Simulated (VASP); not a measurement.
Wanted: the native input for a VASP 6.6.1 run.

| Property | Result |
| --- | --- |
| Task | single point |
| Functional | PBEsol |
| Potentials or basis | VASP PAW PBE potentials, release 64 (Ni, Sb) |
| Cutoff | 520 eV |
| k mesh | 3 × 3 × 2 |
| Occupations | methfessel-paxton, width 0.083 eV |
| Spin | no spin polarisation |
| Dipole correction | no |
| Further INCAR settings | ALGO = Normal; EDIFF = 1e-07; NBANDS = 23 |

The structure of NiSb lies in POSCAR:

```
NiSb
1.0
    3.9399999606      0.0000000000      0.0000000000
   -1.9699999803      3.4121400568      0.0000000000
    0.0000000000      0.0000000000      5.1400000000
Ni Sb
2 2
Direct
    0.0000000000      0.0000000000      0.0000000000
    0.0000000000      0.0000000000      0.5000000000
    0.3333333333      0.6666666667      0.2500000000
    0.6666666667      0.3333333333      0.7500000000
```

These files were run (other wordings do the same):

INCAR

```
PREC = Accurate ; ENCUT = 520
EDIFF = 1E-7 ; ISMEAR = 1
SIGMA = 0.083 ; LREAL = F
LASPH = T ; NELM = 100
ALGO = Normal ; ISIF = 2
LWAVE = F ; LCHARG = F
GGA = PS ; NBANDS = 23
```

KPOINTS

```
Automatic mesh
0
Gamma
  3 3 2
```

Potentials or basis: VASP PAW PBE potentials, release 64 (Ni, Sb).

Command:

```bash
$ cat potpaw_PBE.64/Ni/POTCAR potpaw_PBE.64/Sb/POTCAR > POTCAR
$ mpirun -np 1 vasp_std > vasp.out
```

Results of the run:

- Pressure: -0.7 GPa
- Band gap on the k mesh: zero (bands 15 and 16 overlap by 3.32 eV)

Caveat: the k points lie up to 0.61 Å⁻¹ apart, too coarse for converged energies and pressures of a metal; the PAW data sets were made with another functional, which shifts forces and pressure a little; spin-orbit coupling is left out, which moves the levels of the heavy elements.

Wall time 11 s on 1 thread of AMD EPYC 9R45 96-Core Processor (Zen 5), on a shared host, peak memory 0.15 GiB.
